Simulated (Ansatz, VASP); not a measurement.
One calculation of Na, two programs

```
Na
1.0
    -2.11250    2.11250    2.11250
     2.11250   -2.11250    2.11250
     2.11250    2.11250   -2.11250
Na
1
Cartesian
  0.0000 0.0000 0.0000
```

Alike in both runs: task single point; functional r2SCAN; k mesh 17 × 17 × 17; occupations fermi-dirac, width 0.1 eV; no spin polarisation.

```csv
,VASP,Ansatz
version,VASP 6.6.1,Ansatz 0.2.0
potentials or method,"VASP PAW PBE potentials, release 64 (Na_pv), cutoff 520 eV","plane waves (500 eV) with PAW, scalar-relativistic"
valence electrons in the cell,7,9
```

Ansatz gave:

| Item | Value |
| --- | --- |
| pressure (GPa) | 0.0 |

**Question.** Which values does VASP return?

**Answer.** Pressure (GPa): 0.1.

VASP's potentials were made for PBE, not for r2SCAN. VASP's potentials hold 7 valence electrons a cell and Ansatz's 9, so a difference there can come from the potentials and not from the codes.
